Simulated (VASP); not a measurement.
Write the native input for VASP 6.6.1 that does the following.

- Task: single point
- Functional: r2SCAN
- Potentials or basis: VASP PAW PBE potentials, release 64 (Be, S)
- Cutoff: 520 eV
- k mesh: 8 × 8 × 8
- Occupations: gaussian, width 0.01 eV
- Spin: no spin polarisation
- Dipole correction: no
- Further INCAR settings: ALGO = Normal; EDIFF = 1e-06; NBANDS = 11

Crystal: BeS.

```
CELL_PARAMETERS angstrom
2.45857 2.45857 0.00000
-2.45857 2.45857 0.00000
0.00000 2.45857 2.41534
ATOMIC_POSITIONS crystal
Be 0.00000 0.00000 0.00000
S 0.75000 0.25000 0.50000
```

This cell differs from its parent crystal: film at in-plane strain +0.01.

One way to write it, as run:

POSCAR

```
BeS
1.0
    2.4585667435      2.4585667435      0.0000000000
   -2.4585667435      2.4585667435      0.0000000000
    0.0000000000      2.4585667435      2.4153409942
Be S
1 1
Direct
    0.0000000000      0.0000000000      0.0000000000
    0.7500000000      0.2500000000      0.5000000000
```

INCAR.step1

```
  PREC = Accurate
  ENCUT = 520
  ISMEAR = 0
  SIGMA = 0.01
  LREAL = F
  LASPH = T
  NELM = 80
  NBANDS = 11
  GGA = PE
  ALGO = Normal
  EDIFF = 1E-4
  LWAVE = T
  LCHARG = F
```

INCAR.step2

```
  PREC = Accurate
  ENCUT = 520
  EDIFF = 1E-6
  ISMEAR = 0
  SIGMA = 0.01
  LREAL = F
  LASPH = T
  NELM = 80
  ALGO = Normal
  ISIF = 2
  LWAVE = F
  LCHARG = F
  METAGGA = R2SCAN
  LMIXTAU = T
  NBANDS = 11
  ISTART = 1
```

KPOINTS

```
regular mesh
0
Gamma
  8 8 8
```

Potentials or basis: VASP PAW PBE potentials, release 64 (Be, S).

Command:

```sh
$ cat potpaw_PBE.64/Be/POTCAR potpaw_PBE.64/S/POTCAR > POTCAR
$ cp INCAR.step1 INCAR
$ mpirun -np 1 vasp_std > vasp.out
$ cp INCAR.step2 INCAR
$ mpirun -np 1 vasp_std > vasp.out
```

Results of the run:

The pressure is -0.9 GPa. The band gap on the k mesh is 3.47 eV (least direct gap 6.20 eV).

Caveat: the cell differs from its parent crystal (film at in-plane strain +0.01); the PAW data sets were made with another functional, which shifts forces and pressure a little.

Wall time 2 min on 1 thread of Intel(R) Xeon(R) Platinum 8375C CPU @ 2.90GHz (Ice Lake), with other jobs on the host, peak memory 0.16 GiB.
